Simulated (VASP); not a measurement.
A run of VASP 6.6.1 is set up as follows.

File INCAR:

```
PREC = Accurate
ENCUT = 520
EDIFF = 1E-6
ISMEAR = 0
SIGMA = 0.1
LREAL = False
LASPH = True
NELM = 100
ALGO = Normal
ISIF = 2
LWAVE = False
LCHARG = False
GGA = PE
NBANDS = 38
```

File KPOINTS:

```
Automatic mesh
0
Gamma
  6 6 2
```

The input POSCAR:

```
Ta4Rh
1.0
    2.9253597488      0.0000000000      0.0000000000
   -1.4626798744      2.5334358577      0.0000000000
    0.0000000000      0.0000000000     11.9248092321
Ta Rh
4 1
Direct
    0.3333333333      0.6666666667      0.8153657819
    0.3333333333      0.6666666667      0.3947771132
    0.6666666667      0.3333333333      0.1846342181
    0.6666666667      0.3333333333      0.6052228868
    0.0000000000      0.0000000000      0.0000000000
```

Potentials or basis: VASP PAW PBE potentials, release 64 (Ta_pv, Rh_pv).

Command:

```console
$ cat potpaw_PBE.64/Ta_pv/POTCAR potpaw_PBE.64/Rh_pv/POTCAR > POTCAR
$ mpirun -np 1 vasp_std > vasp.out
```

Estimate the pressure.

0.0 GPa.

Estimate the largest force.

0.018 eV/Å.

Forces in eV/Å, atoms in the order of the input:
```
Ta   0.000  0.000 -0.018
Ta   0.000  0.000 -0.003
Ta   0.000  0.000  0.018
Ta   0.000  0.000  0.003
Rh   0.000  0.000  0.000
```

Caveat: the k points lie up to 0.41 Å⁻¹ apart.
